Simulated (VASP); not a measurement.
Wanted: the native input for a VASP 6.6.1 run.

```
Task                   : relaxation of cell and atoms
Functional             : LDA
Potentials or basis    : VASP PAW LDA potentials, release 64 (Mg)
Cutoff                 : 600 eV
k mesh                 : 10 × 10 × 10
Occupations            : fermi-dirac, width 0.05 eV
Spin                   : no spin polarisation
Target pressure        : 20 GPa
Dipole correction      : no
Further INCAR settings : ALGO = Normal; EDIFF = 1e-07; IBRION = 2; EDIFFG = -0.02; NSW = 80; ISIF = 3
```

The structure of Mg lies in POSCAR:

```
Mg
1.0
    0.0000000000      2.2442560000      2.2442560000
    2.2442560000      0.0000000000      2.2442560000
    2.2442560000      2.2442560000      0.0000000000
Mg
1
Direct
    0.0000000000      0.0000000000      0.0000000000
```

These files were run (other wordings do the same):

INCAR

```
SYSTEM = Mg
  PREC = Accurate
  ENCUT = 600
  EDIFF = 1E-7
  ISMEAR = -1
  SIGMA = 0.05
  LREAL = .FALSE.
  LASPH = .TRUE.
  NELM = 60
  ALGO = Normal
  ISIF = 3
  LWAVE = .FALSE.
  LCHARG = .FALSE.
  IBRION = 2
  NSW = 80
  EDIFFG = -0.02
  PSTRESS = 200.0
```

KPOINTS

```
regular mesh
0
G
  10 10 10
  0 0 0
```

Potentials or basis: VASP PAW LDA potentials, release 64 (Mg).

Run with:

```console
$ cat potpaw_LDA.64/Mg/POTCAR > POTCAR
$ mpirun -np 1 vasp_std > vasp.out
```

Results of the run:

```json
{"Relaxed volume": "16.27 Å³/atom", "Relaxed cell": "a = 2.845 Å, b = 2.845 Å, c = 2.845 Å, α = 60.00°, β = 60.00°, γ = 60.00°", "Space group after relaxing (to 0.05 Å)": "Fm-3m (No. 225)", "Energy change on relaxing (the enthalpy is what falls)": "+254.9 meV/atom", "Ionic steps": "3", "Pressure after relaxing": "19.8 GPa", "Band gap on the k mesh": "zero (band 1 reaches 5.49 eV, above the bottom of band 2 at 3.21 eV)"}
```

Caveat: the cell is relaxed towards a set pressure, so the enthalpy falls and the energy may rise; the volume moved by over 15 % at a fixed basis, so the end points are rough.

Wall time 12 s on 1 thread of Intel(R) Xeon(R) Platinum 8559C (Emerald Rapids), with other jobs on the host, peak memory 0.15 GiB.
